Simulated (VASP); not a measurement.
Wanted: the native input for a VASP 6.6.1 run.

| Property | Result |
| --- | --- |
| Task | single point |
| Functional | PBE |
| Potentials or basis | VASP PAW PBE potentials, release 64 (W_sv, Au) |
| Cutoff | 520 eV |
| k mesh | 6 × 6 × 6 |
| Occupations | methfessel-paxton, width 0.05 eV |
| Spin | no spin polarisation |
| Dipole correction | no |
| Further INCAR settings | ALGO = Normal; EDIFF = 1e-06; NBANDS = 20 |

The structure of WAu lies in POSCAR:

```
WAu
1.0
    0.0000000000      2.7479792600      2.7479792600
    2.7479792600      0.0000000000      2.7479792600
    2.7479792600      2.7479792600      0.0000000000
W Au
1 1
Direct
    0.0038740000     -0.0029770000     -0.0070910000
    0.7383630000      0.7513000000      0.7580640000
```

These files were run (other wordings do the same):

INCAR

```
PREC = Accurate
ENCUT = 520
EDIFF = 1E-6
ISMEAR = 1
SIGMA = 0.05
LREAL = F
LASPH = T
NELM = 100
ALGO = Normal
ISIF = 2
LWAVE = F
LCHARG = F
GGA = PE
NBANDS = 20
```

KPOINTS

```
regular mesh
0
Gamma
  6 6 6
```

Potentials or basis: VASP PAW PBE potentials, release 64 (W_sv, Au).

Launch:

```sh
$ cat potpaw_PBE.64/W_sv/POTCAR potpaw_PBE.64/Au/POTCAR > POTCAR
$ mpirun -np 1 vasp_std > vasp.out
```

Results of the run:

```
Pressure      : 33.6 GPa
Largest force : 1.369 eV/Å
```

Caveat: forces of over 1 eV/Å act on the atoms, so gaps and moduli don't describe the material at rest.

It took 43 s on 1 thread of AMD EPYC 9R45 96-Core Processor (Zen 5), on a shared host, peak memory 0.21 GiB.
